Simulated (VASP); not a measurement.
# TiC2 (I4/mmm) in VASP: further runs

TiC2 is run at these levels: PBE; tasks: single point, relaxation of cell and atoms.

Program: VASP 6.6.1. These are calculated values, not measurements. Logs are shortened: lines on timing, memory, paths and dates and some standing lists are left out, and cuts for length are marked.

### 1 The cell of the first run

It takes space group I4/mmm (No. 139, tetragonal). Conventional cell: a = 2.857 Å, b = 2.857 Å, c = 7.010 Å, α = 90.00°, β = 90.00°, γ = 90.00°. Ti (site symmetry 4/mmm) has 10 C at 2.33 to 2.35 Å and 4 Ti at 2.86 Å within 3.1 Å. Within 3.1 Å of C (site symmetry 4mm) lie 9 C at 2.31 to 2.86 Å and 5 Ti at 2.33 to 2.35 Å.

### 2 Single point, PBE

Input file INCAR:

```
SYSTEM = TiC2
PREC = Accurate
ENCUT = 520
EDIFF = 1E-6
ISMEAR = 0
SIGMA = 0.1
LREAL = .False.
LASPH = .True.
NELM = 100
ALGO = Normal
ISIF = 2
LWAVE = .False.
LCHARG = .False.
GGA = PE
NBANDS = 17
```

Input file KPOINTS:

```
regular mesh
0
Gamma
  8 8 8
  0 0 0
```

Input file POSCAR:

```
TiC2
1.0
   -1.4287196934      1.4287196934      3.5048279978
    1.4287196934     -1.4287196934      3.5048279978
    1.4287196934      1.4287196934     -3.5048279978
Ti C
1 2
Direct
    0.0000000000      0.0000000000      0.0000000000
    0.6650000000      0.6650000000      0.0000000000
    0.3350000000      0.3350000000      0.0000000000
```

Potentials or basis: VASP PAW PBE potentials, release 64 (Ti_sv, C).

The run is started by

```console
$ cat potpaw_PBE.64/Ti_sv/POTCAR potpaw_PBE.64/C/POTCAR > POTCAR
$ mpirun -np 1 vasp_std > vasp.out
```

OUTCAR:

```text
SYSTEM = TiC2
   PREC = Accurate
   ENCUT = 520
   EDIFF = 1E-6
   ISMEAR = 0
   LREAL = .False.
   LASPH = .True.
   NELM = 100
   ISIF = 2
   GGA = PE

 ion  position               nearest neighbor table
   1  0.000  0.000  0.000-   2 2.33   2 2.33   2 2.33   3 2.33   2 2.33   3 2.33   3 2.33   3 2.33
                             2 2.35   3 2.35
   2  0.665  0.665  0.000-   1 2.33   1 2.33   1 2.33   1 2.33   1 2.35
   3  0.335  0.335  0.000-   1 2.33   1 2.33   1 2.33   1 2.33   1 2.35

  LATTYP: Found a body centered tetragonal cell.
 ALAT       =     2.8574393868
 C/A-ratio  =     2.4531249999

  Lattice vectors:

 A1 = (  -1.4287196934,   1.4287196934,   3.5048279978)
 A2 = (   1.4287196934,  -1.4287196934,   3.5048279978)
 A3 = (   1.4287196934,   1.4287196934,  -3.5048279978)

Analysis of symmetry for initial positions (statically):
=====================================================================
 Subroutine PRICEL returns:
 Original cell was already a primitive cell.

 Routine SETGRP: Setting up the symmetry group for a
 body centered tetragonal supercell.

 Subroutine GETGRP returns: Found 16 space group operations
 (whereof 16 operations were pure point group operations)
 out of a pool of 16 trial point group operations.

The static configuration has the point symmetry D_4h.

Analysis of symmetry for dynamics (positions and initial velocities):
=====================================================================
 Subroutine PRICEL returns:
 Original cell was already a primitive cell.

 Routine SETGRP: Setting up the symmetry group for a
 body centered tetragonal supercell.

 Subroutine GETGRP returns: Found 16 space group operations
 (whereof 16 operations were pure point group operations)
 out of a pool of 16 trial point group operations.

The dynamic configuration has the point symmetry D_4h.

 Subroutine INISYM returns: Found 16 space group operations
 (whereof 16 operations are pure point group operations),
 and found     1 'primitive' translations

----------------------------------------------------------------------------------------

                                     Primitive cell

  volume of cell :      28.6168

  direct lattice vectors                    reciprocal lattice vectors
    -1.428719693  1.428719693  3.504827998     0.000000000  0.349963679  0.142660353
     1.428719693 -1.428719693  3.504827998     0.349963679  0.000000000  0.142660353
     1.428719693  1.428719693 -3.504827998     0.349963679  0.349963679  0.000000000

  length of vectors
     4.045528299  4.045528299  4.045528299     0.377924004  0.377924004  0.494923381

  position of ions in fractional coordinates (direct lattice)
     0.000000000  0.000000000  0.000000000
     0.665000000  0.665000000  0.000000000
     0.335000000  0.335000000  0.000000000

  ion indices of the primitive-cell ions
   primitive index   ion index
                 1           1
                 2           2
                 3           3

----------------------------------------------------------------------------------------

 KPOINTS: regular mesh

Automatic generation of k-mesh.
 Grid dimensions read from file:
 generate k-points for:    8    8    8

 Generating k-lattice:

  Cartesian coordinates                     Fractional coordinates (reciprocal lattice)
     0.000000000  0.043745460  0.017832544     0.125000000 -0.000000000  0.000000000
     0.043745460  0.000000000  0.017832544    -0.000000000  0.125000000  0.000000000
     0.043745460  0.043745460  0.000000000     0.000000000  0.000000000  0.125000000

  Length of vectors
     0.047240501  0.047240501  0.061865423

  Shift w.r.t. Gamma in fractional coordinates (k-lattice)
     0.000000000  0.000000000  0.000000000

 Subroutine IBZKPT returns following result:
 ===========================================

 Found     59 irreducible k-points:

 Following reciprocal coordinates:
            Coordinates               Weight
  0.000000  0.000000  0.000000      1.000000
  0.125000 -0.000000  0.000000      8.000000
  0.250000 -0.000000  0.000000      8.000000
  0.375000  0.000000  0.000000      8.000000
  0.500000 -0.000000  0.000000      4.000000
  0.125000  0.125000  0.000000      8.000000
[... 16 lines left out ...]
  0.250000  0.125000  0.125000     16.000000
  0.375000  0.125000  0.125000      8.000000
 [... further k-points ...]
   k-points           NKPTS =     59   k-points in BZ     NKDIM =     59   number of bands    NBANDS=     17
   number of dos      NEDOS =    301   number of ions     NIONS =      3
   total plane-waves  NPLWV =  27000
   dimension x,y,z NGX =    30 NGY =   30 NGZ =   30
   dimension x,y,z NGXF=    60 NGYF=   60 NGZF=   60
   ions per type =               1   2
   NGX,Y,Z   is equivalent  to a cutoff of  12.33, 12.33, 12.33 a.u.
   NGXF,Y,Z  is equivalent  to a cutoff of  24.66, 24.66, 24.66 a.u.
 SYSTEM =  TiC2
   PREC   = accura    normal or accurate (medium, high low for compatibility)
   ISTART =      0    job   : 0-new  1-cont  2-samecut
   ICHARG =      2    charge: 1-file 2-atom 10-const
   ISPIN  =      1    spin polarized calculation?
   LNONCOLLINEAR =      F non collinear calculations
   LSORBIT =      F    spin-orbit coupling
   LASPH  =      T    aspherical Exc in radial PAW
   ENCUT  =  520.0 eV  38.22 Ry    6.18 a.u.   7.52  7.52  7.52*2*pi/ulx,y,z
   NELM   =    100;   NELMIN=  2; NELMDL= -5     # of ELM steps
   EDIFF  = 0.1E-05   stopping-criterion for ELM
   LREAL  =      F    real-space projection
   EDIFFG = 0.1E-04   stopping-criterion for IOM
   NSW    =      0    number of steps for IOM
   IBRION =     -1    ionic relax: 0-MD 1-quasi-New 2-CG
   NFREE  =      0    steps in history (QN), initial steepest desc. (CG)
   ISIF   =      2    stress and relaxation
   ISYM   =      2    0-nonsym 1-usesym 2-fastsym
   POTIM  = 0.5000    time-step for ionic-motion
   TEBEG  =    0.0;   TEEND  =   0.0 temperature during run
   PSTRESS=    0.0 pullay stress
   NELECT =      20.0000    total number of electrons
   NUPDOWN=      -1.0000    fix difference up-down
   EMIN   =  10.00;   EMAX   =-10.00  energy-range for DOS
   EFERMI =   0.00;   METHOD = LEGACY
   ISMEAR =     0;   SIGMA  =   0.10  broadening in eV -4-tet -1-fermi 0-gaus
   EFERMI_NEDOS =   21; number of points for ismear=-14 and -15
   IALGO  =     38    algorithm
   IMIX   =      4    mixing-type and parameters
     AMIX     =   0.40;   BMIX     =  1.00
     AMIX_MAG =   1.60;   BMIX_MAG =  1.00
  volume/ion in A,a.u.               =       9.54        64.37
  Fermi-wavevector in a.u.,A,eV,Ry     =   1.452818  2.745428 28.717551  2.110680
  Thomas-Fermi vector in A             =   2.570156
   LORBIT       =      0    0 simple, 1 ext, 2 COOP (PROOUT), +10 PAW based schemes
   GGA     = PE    functional components
   LHFCALC =     F    Hartree Fock is set to
   AEXX    =    0.0000 exact exchange contribution
   IVDW    =     0    specifies the selected vdW correction
   LEPSILON=     F    determine dielectric tensor
   LRPA    =     F    only Hartree local field effects (RPA)
 non-spin polarized calculation
 Gauss-broadening in eV      SIGMA  =   0.10
  energy-cutoff  :      520.00
  volume of cell :       28.62
 maximum number of plane-waves:       786
   NGX = 15   NGY = 15   NGZ = 15

 number of electron      19.9999997 magnetization

 Free energy of the ion-electron system (eV)
  ---------------------------------------------------
  ext. energy  EPLUGINS =         0.00000000
  ---------------------------------------------------
  free energy    TOTEN  =       -22.00830473 eV

  energy without entropy =      -21.99134110  energy(sigma->0) =      -21.99982292

 E-fermi :   7.9092     XC(G=0): -12.5775

 val. band max:        7.8966669732   @ k =   0.2500   0.2500   0.0000
 cond. band min:       7.9107191103   @ k =  -0.3750   0.1250  -0.0000
 fundamental gap:      0.0140521371
 Fermi energy:         7.9092002765

 k-point     1 :       0.0000    0.0000    0.0000
  band No.  band energies     occupation
      1     -48.1929      2.00000
      2     -24.4753      2.00000
      3     -24.2182      2.00000
      4     -24.2182      2.00000
      5      -5.8452      2.00000
      6       2.7896      2.00000
[... 9 lines left out ...]
     16      13.6264      0.00000
     17      13.6264      0.00000

 k-point     2 :       0.1250   -0.0000    0.0000
  band No.  band energies     occupation
      1     -48.1849      2.00000
      2     -24.4707      2.00000
      3     -24.2896      2.00000
      4     -24.2117      2.00000
      5      -5.5494      2.00000
      6       1.8961      2.00000
[... 9 lines left out ...]
     16      13.5231      0.00000
     17      13.9627      0.00000

 k-point     3 :       0.2500   -0.0000    0.0000
  band No.  band energies     occupation
      1     -48.1655      2.00000
      2     -24.4665      2.00000
      3     -24.4516      2.00000
      4     -24.1958      2.00000
      5      -4.7084      2.00000
      6       0.8487      2.00000
[... 9 lines left out ...]
     16      13.7574      0.00000
     17      14.5181      0.00000

 k-point     4 :       0.3750    0.0000    0.0000
  band No.  band energies     occupation
      1     -48.1460      2.00000
      2     -24.6251      2.00000
      3     -24.4468      2.00000
      4     -24.1799      2.00000
      5      -3.4524      2.00000
      6      -0.4170      2.00000
[... 9 lines left out ...]
     16      14.0294      0.00000
     17      14.8890      0.00000

 k-point     5 :       0.5000   -0.0000    0.0000
  band No.  band energies     occupation
      1     -48.1379      2.00000
      2     -24.6924      2.00000
      3     -24.4419      2.00000
      4     -24.1733      2.00000
      5      -2.1992      2.00000
      6      -1.6585      2.00000
[... 9 lines left out ...]
     16      14.0579      0.00000
     17      15.0057      0.00000

 k-point     6 :       0.1250    0.1250    0.0000
  band No.  band energies     occupation
      1     -48.1768      2.00000
      2     -24.4696      2.00000
      3     -24.2889      2.00000
      4     -24.2755      2.00000
      5      -5.1846      2.00000
      6       1.1678      2.00000
[... 9 lines left out ...]
     16      13.7282      0.00000
     17      14.1733      0.00000

 k-point     7 :       0.2500    0.1250    0.0000
  band No.  band energies     occupation
      1     -48.1575      2.00000
      2     -24.4642      2.00000
      3     -24.4440      2.00000
      4     -24.2636      2.00000
      5      -4.3147      2.00000
      6       0.4178      2.00000
[... 9 lines left out ...]
     16      13.7919      0.00000
     17      14.6760      0.00000

 k-point     8 :       0.3750    0.1250    0.0000
  band No.  band energies     occupation
      1     -48.1383      2.00000
      2     -24.6134      2.00000
      3     -24.4429      2.00000
      4     -24.2455      2.00000
      5      -3.0814      2.00000
      6      -0.5793      2.00000
[... 9 lines left out ...]
     16      13.7687      0.00000
     17      14.8591      0.00000
[... 203 lines left out ...]
      1     -48.0945      2.00000
      2     -24.6165      2.00000
      3     -24.5412      2.00000
      4     -24.3938      2.00000
      5      -1.9211      2.00000
      6       0.4030      2.00000
[... 9 lines left out ...]
     16      14.2389      0.00000
     17      14.8339      0.00000

 k-point    20 :      -0.3750    0.3750    0.0000
  band No.  band energies     occupation
      1     -48.1022      2.00000
      2     -24.5641      2.00000
      3     -24.5429      2.00000
      4     -24.3978      2.00000
      5      -2.4972      2.00000
      6       1.3102      2.00000
[... 9 lines left out ...]
     16      13.7929      0.00000
     17      14.1118      0.00000

 k-point    21 :       0.5000    0.5000    0.0000
  band No.  band energies     occupation
      1     -48.0869      2.00000
      2     -24.6085      2.00000
      3     -24.5975      2.00000
      4     -24.3853      2.00000
      5      -1.8575      2.00000
      6       1.2459      2.00000
[... 9 lines left out ...]
     16      14.2321      0.00000
     17      15.2333      0.00000

 k-point    22 :       0.1250    0.1250    0.1250
  band No.  band energies     occupation
      1     -48.1392      2.00000
      2     -24.4440      2.00000
      3     -24.4284      2.00000
      4     -24.4108      2.00000
      5      -3.8877      2.00000
      6       0.9554      2.00000
[... 9 lines left out ...]
     16      13.7629      0.00000
     17      14.2581      0.00000

 k-point    23 :       0.2500    0.1250    0.1250
  band No.  band energies     occupation
      1     -48.1204      2.00000
      2     -24.5840      2.00000
      3     -24.4199      2.00000
      4     -24.3999      2.00000
      5      -2.8415      2.00000
      6       0.0489      2.00000
[... 9 lines left out ...]
     16      13.9713      0.00000
     17      14.4131      0.00000

 k-point    24 :       0.3750    0.1250    0.1250
  band No.  band energies     occupation
      1     -48.1125      2.00000
      2     -24.6480      2.00000
      3     -24.4137      2.00000
      4     -24.3910      2.00000
      5      -1.9962      2.00000
      6      -0.7907      2.00000
[... 9 lines left out ...]
     16      14.2387      0.00000
     17      14.3582      0.00000

 [... further k-points ...]
[... 5 lines left out ...]
  --------------------------------------------------------------------------------------
  -------------------------------------------------------------------------------------
  Total       -1.6049825     -1.6049825     -3.6238371      0.0000000      0.0000000      0.0000000
  in kB      -89.8586968    -89.8586968   -202.8889931      0.0000000      0.0000000      0.0000000
  external PRESSURE =    -127.5354622 kB  Pullay stress =       0.0000000 kB

 VOLUME and BASIS-vectors are now :
 -----------------------------------------------------------------------------
  energy-cutoff  :      520.00
  volume of cell :       28.62
      direct lattice vectors                 reciprocal lattice vectors
    -1.428719693  1.428719693  3.504827998     0.000000000  0.349963679  0.142660353
     1.428719693 -1.428719693  3.504827998     0.349963679  0.000000000  0.142660353
     1.428719693  1.428719693 -3.504827998     0.349963679  0.349963679  0.000000000

 POSITION                                       TOTAL-FORCE (eV/Angst)
 -----------------------------------------------------------------------------------
      0.00000      0.00000      0.00000        -0.000000     -0.000000     -0.000000
      0.00000      0.00000      4.66142         0.000000      0.000000     -0.252519
      0.00000      0.00000      2.34823         0.000000      0.000000      0.252519
 -----------------------------------------------------------------------------------
    total drift:                               -0.000000      0.000000      0.000000

  FREE ENERGIE OF THE ION-ELECTRON SYSTEM (eV)
  ---------------------------------------------------
  free  energy   TOTEN  =       -22.0083047294 eV

  energy  without entropy=      -21.9913411049  energy(sigma->0) =      -21.99982292
```

Wall time 54 s (1 thread of Intel Xeon 6975P-C (Granite Rapids), shared host); peak memory 0.18 GiB.

Results:

```yaml
Free_energy: -22.0083 eV
Pressure: -12.8 GPa
Largest_force: 0.253 eV/Å
Band_gap_on_the_k_mesh: zero (bands 10 and 11 overlap by 1.72 eV)
```

Forces in eV/Å, atoms in the order of the input:
```
Ti   0.000  0.000  0.000
C    0.000  0.000 -0.253
C    0.000  0.000  0.253
```

Stress tensor (GPa, compression positive):
```
 -8.99   0.00   0.00
  0.00  -8.99   0.00
  0.00   0.00 -20.29
```

Caveat: the stress differs along the axes, from -20 to -9 GPa.

[end of part 1 of 2]

The gap in the log of VASP goes by the Fermi energy; the results here count the filled bands.